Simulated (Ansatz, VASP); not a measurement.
**Hf in VASP and in Ansatz**

File INCAR:

```
PREC = Accurate
ENCUT = 520
EDIFF = 1E-7
ISMEAR = -1
SIGMA = 0.1
LREAL = F
LASPH = T
NELM = 100
ALGO = Normal
ISIF = 2
LWAVE = F
LCHARG = T
GGA = RP
LELF = T
LVHAR = T
NBANDS = 28
```

File KPOINTS:

```
regular mesh
0
Gamma
  13 13 4
```

Contents of POSCAR:

```
Hf
1.0
    3.1843107220      0.0000000000      0.0000000000
   -1.5921553610      2.7576939788      0.0000000000
    0.0000000000      0.0000000000     10.1903685207
Hf
4
Direct
    1.0000000000      1.0000000000      0.0000000000
    0.0000000000      1.0000000000      0.5000000000
    0.3333333333      0.6666666667      0.2500000000
    0.6666666667      0.3333333333      0.7500000000
```

Input for Ansatz:

```yaml
crystal:
  lattice:
    - [3.184310722, 0.0, 0.0]
    - [-1.592155361, 2.7576939788, 0.0]
    - [0.0, 0.0, 10.1903685207]
  atoms:
    - { symbol: Hf, position: [1.0, 1.0, 0.0] }
    - { symbol: Hf, position: [0.0, 1.0, 0.5] }
    - { symbol: Hf, position: [0.3333333333, 0.6666666667, 0.25] }
    - { symbol: Hf, position: [0.6666666667, 0.3333333333, 0.75] }
hamiltonian:
  xc: rpbe
  pseudopotentials:
    kind: paw
    azcp:
      Hf: "pseudopotentials/Hf.paw.azcp"
basis:
  ecutwfc: 420
  fft_grid_basis: typed
kpoints:
  mp_grid: { grid: [13, 13, 4], shift: [0, 0, 0] }
magnetization:
  spin_polarized: false
scf:
  occupations: { method: fermi_dirac, width: 0.1 }
  lower_state_search: "off"
output:
  stress: true
  write_density: true
  write_potential: true
  elf: true
  volumetric_format: npy
```

Alike in both runs: task single point; functional RPBE; k mesh 13 × 13 × 4; occupations fermi-dirac, width 0.1 eV; no spin polarisation.

```csv
,VASP,Ansatz
version,VASP 6.6.1,Ansatz 0.2.0
potentials or method,"VASP PAW PBE potentials, release 64 (Hf_pv), cutoff 520 eV","plane waves (420 eV) with PAW, scalar-relativistic"
valence electrons in the cell,40,104
```

|  | VASP | Ansatz | Ansatz less VASP |
| --- | --- | --- | --- |
| pressure (GPa) | 3.9 | 4.4 | +0.49 |
| traceless stress, the component that is largest in VASP (GPa) | -0.08 | -0.03 | +0.051 |

VASP's potentials were made for PBE, not for RPBE. VASP's potentials hold 40 valence electrons a cell and Ansatz's 104, so a difference there can come from the potentials and not from the codes.

Spin-orbit coupling is off throughout.
